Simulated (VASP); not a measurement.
CuO:

```xyz
4
Lattice="3.1326 0.0000 0.0000 0.0000 3.1326 0.0000 0.0000 0.0000 4.5867" Properties=species:S:1:pos:R:3 pbc="T T T"
Cu    0.0000    0.0000    0.0000
Cu    1.5663    1.5663    0.0000
O     1.5663    0.0000    1.2246
O     0.0000    1.5663    3.3620
```

Base run:

| Item | Value |
| --- | --- |
| Program | VASP 6.6.1 |
| Functional | PBE |
| Potentials or basis | VASP PAW PBE potentials, release 64 (Cu, O) |
| Cutoff | 520 eV |
| k mesh | 8 × 8 × 6 |
| Occupations | fermi-dirac, width 0.05 eV |
| Spin | no spin polarisation |

Its results: band gap on the k mesh zero (band 17 reaches 4.02 eV, above the bottom of band 18 at 3.14 eV); pressure 25.7 GPa; largest force 0.286 eV/Å.

Problem. The run is repeated on the same cell with these changes: potentials or basis from VASP PAW PBE potentials, release 64 (Cu, O) to VASP PAW PBE potentials, release 64 (Cu_sv_GW, O); cutoff from 520 eV to 700 eV; further incar settings from ALGO = Normal; EDIFF = 1e-06; NBANDS = 25 to ALGO = Normal; EDIFF = 1e-06; NBANDS = 33; valence electrons from 34 to 50. What comes out?

Solution. Band gap on the k mesh zero (band 25 reaches 4.02 eV, above the bottom of band 26 at 3.16 eV); pressure 22.7 GPa; largest force 0.345 eV/Å.

Caveats: semilocal functionals often make such compounds metallic where correlation or magnetic order opens a gap, which also shifts bond lengths.
